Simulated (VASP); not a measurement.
# Sn4P (I4/m) in VASP: further runs, part 2 of 2

VASP 6.6.1.

## Step 3: Single point, PBE

This run uses another cell than the first one, of 25.24 Å³/atom, 1.084 times its volume.

File INCAR:

```
SYSTEM = Sn4P
PREC = Accurate
ENCUT = 520
EDIFF = 1E-7
ISMEAR = 0
SIGMA = 0.1
LREAL = .FALSE.
LASPH = .TRUE.
NELM = 60
ALGO = Normal
ISIF = 2
LWAVE = .FALSE.
LCHARG = .TRUE.
GGA = PE
LELF = .TRUE.
LVHAR = .TRUE.
NBANDS = 38
```

File KPOINTS:

```
Automatic mesh
0
G
  4 4 4
  0 0 0
```

File POSCAR:

```
Sn4P
1.0
   -4.1050482929      4.1050482929      1.8722189721
    4.1050482929     -4.1050482929      1.8722189721
    4.1050482929      4.1050482929     -1.8722189721
Sn P
4 1
Direct
    0.5677955387      0.2329629852      0.8007585239
    0.7670370148      0.5677955387      0.3348325535
    0.4322044613      0.7670370148      0.1992414761
    0.2329629852      0.4322044613      0.6651674465
    0.0000000000      0.0000000000      0.0000000000
```

Potentials or basis: VASP PAW PBE potentials, release 64 (Sn_d, P).

Command:

```bash
$ cat potpaw_PBE.64/Sn_d/POTCAR potpaw_PBE.64/P/POTCAR > POTCAR
$ mpirun -np 1 vasp_std > vasp.out
```

OUTCAR:

```text
SYSTEM = Sn4P
   PREC = Accurate
   ENCUT = 520
   EDIFF = 1E-7
   ISMEAR = 0
   LREAL = .FALSE.
   LASPH = .TRUE.
   NELM = 60
   ISIF = 2
   GGA = PE

 ion  position               nearest neighbor table
   1  0.568  0.233  0.801-   5 2.94   5 2.94   2 3.20   4 3.20   4 3.38   4 3.38   2 3.38   2 3.38
                             3 3.54   3 3.54
   2  0.767  0.568  0.335-   5 2.94   5 2.94   1 3.20   3 3.20   3 3.38   3 3.38   1 3.38   1 3.38
                             4 3.54   4 3.54
   3  0.432  0.767  0.199-   5 2.94   5 2.94   4 3.20   2 3.20   2 3.38   2 3.38   4 3.38   4 3.38
                             1 3.54   1 3.54
   4  0.233  0.432  0.665-   5 2.94   5 2.94   3 3.20   1 3.20   1 3.38   1 3.38   3 3.38   3 3.38
                             2 3.54   2 3.54
   5  0.000  0.000  0.000-   1 2.94   3 2.94   1 2.94   3 2.94   2 2.94   4 2.94   2 2.94   4 2.94

  LATTYP: Found a body centered tetragonal cell.
 ALAT       =     8.2100965858
 C/A-ratio  =     0.4560772099

  Lattice vectors:

 A1 = (  -4.1050482929,   4.1050482929,   1.8722189721)
 A2 = (   4.1050482929,  -4.1050482929,   1.8722189721)
 A3 = (   4.1050482929,   4.1050482929,  -1.8722189721)

Analysis of symmetry for initial positions (statically):
=====================================================================
 Subroutine PRICEL returns:
 Original cell was already a primitive cell.

 Routine SETGRP: Setting up the symmetry group for a
 body centered tetragonal supercell.

 Subroutine GETGRP returns: Found  8 space group operations
 (whereof  8 operations were pure point group operations)
 out of a pool of 16 trial point group operations.

The static configuration has the point symmetry C_4h.

Analysis of symmetry for dynamics (positions and initial velocities):
=====================================================================
 Subroutine PRICEL returns:
 Original cell was already a primitive cell.

 Routine SETGRP: Setting up the symmetry group for a
 body centered tetragonal supercell.

 Subroutine GETGRP returns: Found  8 space group operations
[... 120 lines left out ...]
  Fermi-wavevector in a.u.,A,eV,Ry     =   1.284795  2.427910 22.459100  1.650697
  Thomas-Fermi vector in A             =   2.416967
   LORBIT       =      0    0 simple, 1 ext, 2 COOP (PROOUT), +10 PAW based schemes
   GGA     = PE    functional components
   LHFCALC =     F    Hartree Fock is set to
   AEXX    =    0.0000 exact exchange contribution
   IVDW    =     0    specifies the selected vdW correction
   LEPSILON=     F    determine dielectric tensor
   LRPA    =     F    only Hartree local field effects (RPA)
 non-spin polarized calculation
 Gauss-broadening in eV      SIGMA  =   0.10
  energy-cutoff  :      520.00
  volume of cell :      126.20
 maximum number of plane-waves:      3411
 NGX is ok and might be reduce to    48
   NGX = 23   NGY = 23   NGZ = 23

 number of electron      61.0000006 magnetization

 Free energy of the ion-electron system (eV)
  ---------------------------------------------------
  ext. energy  EPLUGINS =         0.00000000
  ---------------------------------------------------
  free energy    TOTEN  =       -20.38996670 eV

  energy without entropy =      -20.37525448  energy(sigma->0) =      -20.38261059

 E-fermi :   8.0639     XC(G=0): -10.3689

 val. band max:        8.0273166522   @ k =   0.2500  -0.0000   0.0000
 cond. band min:       8.1082588157   @ k =   0.5000   0.5000   0.2500
 fundamental gap:      0.0809421635
 Fermi energy:         8.0639282821

 k-point     1 :       0.0000    0.0000    0.0000
  band No.  band energies     occupation
      1     -13.6206      2.00000
      2     -13.6142      2.00000
      3     -13.6142      2.00000
      4     -13.5918      2.00000
      5     -13.5849      2.00000
      6     -13.5797      2.00000
[... 563 lines left out ...]
     37      11.3323      0.00000
     38      12.2120      0.00000

------------------------ aborting loop because EDIFF is reached ----------------------------------------

  FORCE on cell =-STRESS in cart. coord.  units (eV):
  Direction    XX          YY          ZZ          XY          YZ          ZX
  --------------------------------------------------------------------------------------
  -------------------------------------------------------------------------------------
  Total        0.2292718      0.2292718     -0.0776228      0.0000003      0.0000000      0.0000000
  in kB        2.9107705      2.9107705     -0.9854778      0.0000038      0.0000000      0.0000000
  external PRESSURE =       1.6120211 kB  Pullay stress =       0.0000000 kB

 VOLUME and BASIS-vectors are now :
 -----------------------------------------------------------------------------
  energy-cutoff  :      520.00
  volume of cell :      126.20
      direct lattice vectors                 reciprocal lattice vectors
    -4.105048293  4.105048293  1.872218972     0.000000000  0.121801247  0.267062778
     4.105048293 -4.105048293  1.872218972     0.121801247  0.000000000  0.267062778
     4.105048293  4.105048293 -1.872218972     0.121801247  0.121801247  0.000000000

 POSITION                                       TOTAL-FORCE (eV/Angst)
 -----------------------------------------------------------------------------------
      1.91265      4.66166     -0.00000        -0.000528     -0.001395     -0.000000
      0.55661      2.19240      1.87222        -0.001395      0.000528      0.000000
      2.19240     -0.55661      1.87222         0.000528      0.001395     -0.000000
      3.54844      1.91265      0.00000         0.001395     -0.000528     -0.000000
      0.00000      0.00000      0.00000        -0.000000     -0.000000     -0.000000
 -----------------------------------------------------------------------------------
    total drift:                               -0.000000     -0.000000      0.000000

  FREE ENERGIE OF THE ION-ELECTRON SYSTEM (eV)
  ---------------------------------------------------
  free  energy   TOTEN  =       -20.3899667037 eV

  energy  without entropy=      -20.3752544832  energy(sigma->0) =      -20.38261059
```

OSZICAR:

```text
N       E                     dE             d eps       ncg     rms          rms(c)
DAV:   1     0.617331587598E+03    0.61733E+03   -0.29957E+04  1100   0.240E+03
DAV:   2     0.668101293609E+02   -0.55052E+03   -0.53906E+03  1064   0.617E+02
DAV:   3    -0.162290450048E+02   -0.83039E+02   -0.80624E+02  1188   0.199E+02
DAV:   4    -0.205438480670E+02   -0.43148E+01   -0.42598E+01  1224   0.476E+01
DAV:   5    -0.206930534687E+02   -0.14921E+00   -0.14915E+00  1450   0.894E+00    0.448E+00
DAV:   6    -0.203898702833E+02    0.30318E+00   -0.86933E-01  1412   0.502E+00    0.266E+00
DAV:   7    -0.203954058476E+02   -0.55356E-02   -0.21431E-01  1328   0.191E+00    0.132E+00
DAV:   8    -0.203908407783E+02    0.45651E-02   -0.20855E-02  1488   0.616E-01    0.270E-01
DAV:   9    -0.203898802193E+02    0.96056E-03   -0.63267E-03  1264   0.368E-01    0.118E-01
DAV:  10    -0.203899517769E+02   -0.71558E-04   -0.77050E-04  1206   0.152E-01    0.849E-02
DAV:  11    -0.203899827014E+02   -0.30925E-04   -0.19087E-04  1332   0.109E-01    0.192E-02
DAV:  12    -0.203899668967E+02    0.15805E-04   -0.52459E-05  1236   0.486E-02    0.106E-02
DAV:  13    -0.203899666555E+02    0.24128E-06   -0.82486E-06  1248   0.119E-02    0.408E-03
DAV:  14    -0.203899667037E+02   -0.48253E-07   -0.58088E-07  1036   0.387E-03
   1 F= -.20389967E+02 E0= -.20382611E+02  d E =-.147122E-01
```

It took 61 s on 1 thread of Intel Xeon 6975P-C (Granite Rapids), shared host; peak memory 0.33 GiB.

Results:

```yaml
Free_energy: -20.3900 eV
Pressure: 0.2 GPa
```

Stress tensor (GPa, compression positive):
```
 0.29  0.00  0.00
 0.00  0.29  0.00
 0.00  0.00 -0.10
```

Levels at points of the mesh, in eV from the Fermi level:
```csv
k point,band 27,band 28,band 29,band 30,band 31,band 32,band 33,band 34
"(0.00, 0.00, 0.00)",-2.54,-2.54,-1.66,-1.55,1.77,1.94,1.94,2.04
"(0.50, 0.00, 0.00)",-3.79,-2.54,-2.29,-1.47,-1.25,-0.11,1.00,1.38
"(0.50, 0.50, 0.00)",-1.77,-1.75,-1.67,0.76,1.01,1.13,3.02,3.10
"(0.50, 0.50, 0.50)",-1.66,-1.66,0.20,0.78,0.78,0.82,2.36,2.53
```

Caveat: the k points lie up to 0.46 Å⁻¹ apart; spin-orbit coupling is left out, which moves the levels of the heavy elements.

## Step 4: Single point, PBE

This run uses another cell than the first one, of 25.53 Å³/atom, 1.097 times its volume.

File INCAR:

```
SYSTEM = Sn4P
PREC = Accurate ; ENCUT = 520
EDIFF = 1E-7 ; ISMEAR = 0
SIGMA = 0.1 ; LREAL = .False.
LASPH = .True. ; NELM = 60
ALGO = Normal ; ISIF = 2
LWAVE = .False. ; LCHARG = .False.
GGA = PE ; NBANDS = 38
```

File KPOINTS:

```
Automatic mesh
0
Gamma
  6 6 6
  0 0 0
```

File POSCAR:

```
Sn4P
1.0
   -4.1058772208      4.1058772208      1.8930313817
    4.1058772208     -4.1058772208      1.8930313817
    4.1058772208      4.1058772208     -1.8930313817
Sn P
4 1
Direct
    0.4326309548      0.2308320412      0.6634629960
    0.2308320412      0.5673690452      0.7982010864
    0.5673690452      0.7691679588      0.3365370040
    0.7691679588      0.4326309548      0.2017989136
    0.0000000000      0.0000000000      0.0000000000
```

Command:

```bash
$ cat potpaw_PBE.64/Sn_d/POTCAR potpaw_PBE.64/P/POTCAR > POTCAR
$ mpirun -np 1 vasp_std > vasp.out
```

Wall time 1.9 min (1 thread of Intel Xeon 6975P-C (Granite Rapids), shared host); peak memory 0.37 GiB.

Results (log left out):

- Free energy: -20.2050 eV
- Pressure: -0.3 GPa
- Largest force: 0.015 eV/Å

Forces in eV/Å, atoms in the order of the input:
```
Sn   0.009  0.012  0.000
Sn  -0.012  0.009  0.000
Sn  -0.009 -0.012  0.000
Sn   0.012 -0.009  0.000
P    0.000  0.000  0.000
```

Levels at points of the mesh, in eV from the Fermi level:
| k point | band 27 | band 28 | band 29 | band 30 | band 31 | band 32 | band 33 | band 34 |
| --- | --- | --- | --- | --- | --- | --- | --- | --- |
| (0.00, 0.00, 0.00) | -2.41 | -2.41 | -1.64 | -1.48 | 1.86 | 1.91 | 1.91 | 2.01 |
| (0.50, 0.00, 0.00) | -3.66 | -2.47 | -2.16 | -1.37 | -1.13 | -0.02 | 1.14 | 1.40 |
| (0.50, 0.50, 0.00) | -1.70 | -1.64 | -1.52 | 0.76 | 0.94 | 1.21 | 3.01 | 3.18 |
| (0.50, 0.50, 0.50) | -1.49 | -1.49 | 0.34 | 0.87 | 0.91 | 0.91 | 2.27 | 2.65 |

Caveat: spin-orbit coupling is left out, which moves the levels of the heavy elements.

## Step 5: Overview

```tsv
cell	k mesh	gap on the mesh (eV)	pressure (GPa)	largest force (eV/Å)
a = 5.564 Å, angles 99.4, 99.4, 132.4°, 5 atoms	4 × 4 × 4	none	5.8	0.44
a = 6.100 Å, angles 95.4, 95.4, 144.3°, 5 atoms	4 × 4 × 4	none	0.2	-
a = 6.107 Å, angles 95.5, 95.5, 143.9°, 5 atoms	6 × 6 × 6	none	-0.3	0.01
```

Alike in all rows: task single point; level PBE; potentials or basis VASP PAW PBE potentials, release 64 (Sn_d, P); no spin polarisation; cutoff (eV) 520; smearing gaussian 0.1 eV.

Caveats: some runs use coarse meshes; spin-orbit coupling is left out, which moves the levels of the heavy elements.

Absolute energies hang on the potentials; compare differences alone.
